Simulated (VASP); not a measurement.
# C (I4_1/amd) in VASP: single point with PBE

Aim: the single point of C with PBE.

Everything below comes from runs of VASP 6.6.1. Logs are shortened: lines on timing, memory, paths and dates and some standing lists are left out, and cuts for length are marked.

## 1. The cell of the first run

The structure is tetragonal, space group I4_1/amd (No. 141). The conventional cell has a = 2.525 Å, b = 2.525 Å, c = 3.357 Å, α = 90.00°, β = 90.00°, γ = 90.00°. C (site symmetry -4m2) has 4 C at 1.52 Å within 2.0 Å.

## 2. Single point, PBE (strain -0.0600 x Voigt [0, 0, 1, 0, 0, 0])

INCAR

```
SYSTEM = C
ALGO     = Normal         ! electronic algorithm
EDIFF    = 1E-7           ! SCF threshold, eV
ENCUT    = 520            ! plane-wave cutoff, eV
GGA      = PE             ! functional
ISIF     = 2              ! what is computed and relaxed
ISMEAR   = 0              ! smearing method
LASPH    = .True.         ! aspherical terms in the spheres
LCHARG   = .False.        ! write CHGCAR
LREAL    = .False.        ! projectors in reciprocal space
LWAVE    = .False.        ! write WAVECAR
NBANDS   = 11             ! bands
NELM     = 100            ! most SCF steps
PREC     = Accurate       ! precision mode
SIGMA    = 0.05           ! smearing width, eV
```

KPOINTS

```
k-points
0
Gamma
  12 12 12
  0 0 0
```

POSCAR

```
C
1.0
    0.0000000000      1.7857375319      1.6785932800
    1.7857375319      0.0000000000      1.6785932800
    1.7857375319      1.7857375319      0.0000000000
C
2
Direct
    0.5000000000      0.5000000000      0.5000000000
    0.7500000000      0.7500000000      0.7500000000
```

Potentials or basis: VASP PAW PBE potentials, release 64 (C).

Launch:

```console
$ cat potpaw_PBE.64/C/POTCAR > POTCAR
$ mpirun -np 1 vasp_std > vasp.out
```

OUTCAR:

```text
SYSTEM = C
   EDIFF = 1E-7
   ENCUT = 520
   GGA = PE
   ISIF = 2
   ISMEAR = 0
   LASPH = .True.
   LREAL = .False.
   NELM = 100
   PREC = Accurate

 ion  position               nearest neighbor table
   1  0.500  0.500  0.500-   2 1.52   2 1.52   2 1.52   2 1.52
   2  0.750  0.750  0.750-   1 1.52   1 1.52   1 1.52   1 1.52

  LATTYP: Found a body centered tetragonal cell.
 ALAT       =     2.5254142365
 C/A-ratio  =     1.3293607486

  Lattice vectors:

 A1 = (   0.0000000000,  -1.7857375319,  -1.6785932800)
 A2 = (   0.0000000000,   1.7857375319,  -1.6785932800)
 A3 = (   1.7857375319,   0.0000000000,   1.6785932800)

Analysis of symmetry for initial positions (statically):
=====================================================================
 Subroutine PRICEL returns:
 Original cell was already a primitive cell.

 Routine SETGRP: Setting up the symmetry group for a
 body centered tetragonal supercell.

 Subroutine GETGRP returns: Found 16 space group operations
 (whereof  8 operations were pure point group operations)
 out of a pool of 16 trial point group operations.

The static configuration has the point symmetry D_2d.
 The point group associated with its full space group is D_4h.

Analysis of symmetry for dynamics (positions and initial velocities):
=====================================================================
 Subroutine PRICEL returns:
 Original cell was already a primitive cell.

 Routine SETGRP: Setting up the symmetry group for a
 body centered tetragonal supercell.

 Subroutine GETGRP returns: Found 16 space group operations
 (whereof  8 operations were pure point group operations)
 out of a pool of 16 trial point group operations.

The dynamic configuration has the point symmetry D_2d.
 The point group associated with its full space group is D_4h.

 Subroutine INISYM returns: Found 16 space group operations
 (whereof  8 operations are pure point group operations),
 and found     1 'primitive' translations

----------------------------------------------------------------------------------------

                                     Primitive cell

  volume of cell :      10.7056

  direct lattice vectors                    reciprocal lattice vectors
     0.000000000  1.785737532  1.678593280    -0.279996355  0.279996355  0.297868463
     1.785737532  0.000000000  1.678593280     0.279996355 -0.279996355  0.297868463
     1.785737532  1.785737532  0.000000000     0.279996355  0.279996355 -0.297868463

  length of vectors
     2.450823113  2.450823113  2.525414236     0.495501301  0.495501301  0.495501301

  position of ions in fractional coordinates (direct lattice)
     0.500000000  0.500000000  0.500000000
     0.750000000  0.750000000  0.750000000

  ion indices of the primitive-cell ions
   primitive index   ion index
                 1           1
                 2           2

----------------------------------------------------------------------------------------

 KPOINTS: k-points

Automatic generation of k-mesh.
 Grid dimensions read from file:
 generate k-points for:   12   12   12

 Generating k-lattice:

  Cartesian coordinates                     Fractional coordinates (reciprocal lattice)
    -0.023333030  0.023333030  0.024822372     0.083333333  0.000000000  0.000000000
     0.023333030 -0.023333030  0.024822372     0.000000000  0.083333333  0.000000000
     0.023333030  0.023333030 -0.024822372     0.000000000  0.000000000  0.083333333

  Length of vectors
     0.041291775  0.041291775  0.041291775

  Shift w.r.t. Gamma in fractional coordinates (k-lattice)
     0.000000000  0.000000000  0.000000000

 Subroutine IBZKPT returns following result:
 ===========================================

 Found    163 irreducible k-points:

 Following reciprocal coordinates:
            Coordinates               Weight
  0.000000  0.000000  0.000000      1.000000
  0.083333 -0.000000  0.000000      8.000000
  0.166667  0.000000  0.000000      8.000000
  0.250000 -0.000000  0.000000      8.000000
  0.333333  0.000000  0.000000      8.000000
  0.416667 -0.000000  0.000000      8.000000
[... 16 lines left out ...]
  0.500000  0.166667  0.000000      8.000000
 -0.416667  0.166667  0.000000      8.000000
 [... further k-points ...]
   k-points           NKPTS =    163   k-points in BZ     NKDIM =    163   number of bands    NBANDS=     11
   number of dos      NEDOS =    301   number of ions     NIONS =      2
   total plane-waves  NPLWV =   6480
   dimension x,y,z NGX =    18 NGY =   18 NGZ =   20
   dimension x,y,z NGXF=    36 NGYF=   36 NGZF=   40
   ions per type =               2
   NGX,Y,Z   is equivalent  to a cutoff of  12.21, 12.21, 13.17 a.u.
   NGXF,Y,Z  is equivalent  to a cutoff of  24.42, 24.42, 26.33 a.u.
 SYSTEM =  C
   PREC   = accura    normal or accurate (medium, high low for compatibility)
   ISTART =      0    job   : 0-new  1-cont  2-samecut
   ICHARG =      2    charge: 1-file 2-atom 10-const
   ISPIN  =      1    spin polarized calculation?
   LNONCOLLINEAR =      F non collinear calculations
   LSORBIT =      F    spin-orbit coupling
   LASPH  =      T    aspherical Exc in radial PAW
   ENCUT  =  520.0 eV  38.22 Ry    6.18 a.u.   4.56  4.56  4.70*2*pi/ulx,y,z
   NELM   =    100;   NELMIN=  2; NELMDL= -5     # of ELM steps
   EDIFF  = 0.1E-06   stopping-criterion for ELM
   LREAL  =      F    real-space projection
   EDIFFG = 0.1E-05   stopping-criterion for IOM
   NSW    =      0    number of steps for IOM
   IBRION =     -1    ionic relax: 0-MD 1-quasi-New 2-CG
   NFREE  =      0    steps in history (QN), initial steepest desc. (CG)
   ISIF   =      2    stress and relaxation
   ISYM   =      2    0-nonsym 1-usesym 2-fastsym
   POTIM  = 0.5000    time-step for ionic-motion
   TEBEG  =    0.0;   TEEND  =   0.0 temperature during run
   PSTRESS=    0.0 pullay stress
   NELECT =       8.0000    total number of electrons
   NUPDOWN=      -1.0000    fix difference up-down
   EMIN   =  10.00;   EMAX   =-10.00  energy-range for DOS
   EFERMI =   0.00;   METHOD = LEGACY
   ISMEAR =     0;   SIGMA  =   0.05  broadening in eV -4-tet -1-fermi 0-gaus
   EFERMI_NEDOS =   21; number of points for ismear=-14 and -15
   IALGO  =     38    algorithm
   IMIX   =      4    mixing-type and parameters
     AMIX     =   0.40;   BMIX     =  1.00
     AMIX_MAG =   1.60;   BMIX_MAG =  1.00
  volume/ion in A,a.u.               =       5.35        36.12
  Fermi-wavevector in a.u.,A,eV,Ry     =   1.485598  2.807373 30.028070  2.207001
  Thomas-Fermi vector in A             =   2.598989
   LORBIT       =      0    0 simple, 1 ext, 2 COOP (PROOUT), +10 PAW based schemes
   GGA     = PE    functional components
   LHFCALC =     F    Hartree Fock is set to
   AEXX    =    0.0000 exact exchange contribution
   IVDW    =     0    specifies the selected vdW correction
   LEPSILON=     F    determine dielectric tensor
   LRPA    =     F    only Hartree local field effects (RPA)
 non-spin polarized calculation
 Gauss-broadening in eV      SIGMA  =   0.05
  energy-cutoff  :      520.00
  volume of cell :       10.71
 maximum number of plane-waves:       300
   NGX =  9   NGY =  9   NGZ =  9

 number of electron       7.9999999 magnetization

 Free energy of the ion-electron system (eV)
  ---------------------------------------------------
  ext. energy  EPLUGINS =         0.00000000
  ---------------------------------------------------
  free energy    TOTEN  =       -18.03964420 eV

  energy without entropy =      -18.03964420  energy(sigma->0) =      -18.03964420

 E-fermi :  11.5481     XC(G=0): -13.5491

 val. band max:       11.1957178256   @ k =   0.0000   0.0000   0.0000
 cond. band min:      13.8990994387   @ k =   0.3333   0.3333   0.0000
 fundamental gap:      2.7033816131
 Fermi energy:        11.5481264122

 k-point     1 :       0.0000    0.0000    0.0000
  band No.  band energies     occupation
      1     -11.6799      2.00000
      2      10.2891      2.00000
      3      10.2891      2.00000
      4      11.1957      2.00000
      5      15.8561      0.00000
      6      16.6437      0.00000
      7      16.6437      0.00000
      8      25.2257      0.00000
      9      30.6854      0.00000
     10      36.1250      0.00000
     11      37.6730      0.00000

 k-point     2 :       0.0833   -0.0000    0.0000
  band No.  band energies     occupation
      1     -11.4796      2.00000
      2       9.2176      2.00000
      3       9.9301      2.00000
      4      10.6654      2.00000
      5      16.3236      0.00000
      6      17.0693      0.00000
      7      17.4044      0.00000
      8      25.3498      0.00000
      9      31.0102      0.00000
     10      34.3388      0.00000
     11      35.7194      0.00000

 k-point     3 :       0.1667    0.0000    0.0000
  band No.  band energies     occupation
      1     -10.8803      2.00000
      2       6.6659      2.00000
      3       9.1403      2.00000
      4       9.8985      2.00000
      5      17.2381      0.00000
      6      17.9563      0.00000
      7      18.7146      0.00000
      8      25.7013      0.00000
      9      31.6384      0.00000
     10      33.0196      0.00000
     11      34.1964      0.00000
[... 267 lines left out ...]
 k-point    23 :       0.5000    0.1667    0.0000
  band No.  band energies     occupation
      1      -5.4229      2.00000
      2      -2.1237      2.00000
      3       5.8231      2.00000
      4       6.1043      2.00000
      5      17.1219      0.00000
      6      21.5211      0.00000
      7      23.0579      0.00000
      8      24.6641      0.00000
      9      31.8179      0.00000
     10      35.9064      0.00000
     11      38.0940      0.00000

 k-point    24 :      -0.4167    0.1667    0.0000
  band No.  band energies     occupation
      1      -5.2682      2.00000
      2      -2.3132      2.00000
      3       5.5530      2.00000
      4       6.1978      2.00000
      5      17.5022      0.00000
      6      21.0781      0.00000
      7      23.1067      0.00000
      8      26.3416      0.00000
      9      30.5755      0.00000
     10      35.4376      0.00000
     11      36.2810      0.00000

 [... further k-points ...]

------------------------ aborting loop because EDIFF is reached ----------------------------------------

  FORCE on cell =-STRESS in cart. coord.  units (eV):
  Direction    XX          YY          ZZ          XY          YZ          ZX
  --------------------------------------------------------------------------------------
  -------------------------------------------------------------------------------------
  Total        0.7990549      0.7990549      4.6162517      0.0000000      0.0000000      0.0000000
  in kB      119.5849364    119.5849364    690.8588602      0.0000000      0.0000000      0.0000000
  external PRESSURE =     310.0095777 kB  Pullay stress =       0.0000000 kB

 VOLUME and BASIS-vectors are now :
 -----------------------------------------------------------------------------
  energy-cutoff  :      520.00
  volume of cell :       10.71
      direct lattice vectors                 reciprocal lattice vectors
     0.000000000  1.785737532  1.678593280    -0.279996355  0.279996355  0.297868463
     1.785737532  0.000000000  1.678593280     0.279996355 -0.279996355  0.297868463
     1.785737532  1.785737532  0.000000000     0.279996355  0.279996355 -0.297868463

 POSITION                                       TOTAL-FORCE (eV/Angst)
 -----------------------------------------------------------------------------------
      1.78574      1.78574      1.67859        -0.000000     -0.000000     -0.000000
      2.67861      2.67861      2.51789         0.000000      0.000000      0.000000
 -----------------------------------------------------------------------------------
    total drift:                                0.000000     -0.000000      0.000000

  FREE ENERGIE OF THE ION-ELECTRON SYSTEM (eV)
  ---------------------------------------------------
  free  energy   TOTEN  =       -18.0396441959 eV

  energy  without entropy=      -18.0396441959  energy(sigma->0) =      -18.03964420
```

It took 6.4 s on 1 thread of Intel Xeon 6975P-C (Granite Rapids), shared host; peak memory 0.12 GiB.

Results:

```
Free energy            : -18.0396 eV
Pressure               : 31.0 GPa
Band gap on the k mesh : 2.70 eV, indirect (least direct gap 4.66 eV)
```

Caveat: the cell differs from its parent crystal (strain -0.0600 x Voigt [0, 0, 1, 0, 0, 0]). A k mesh can miss the band edges.
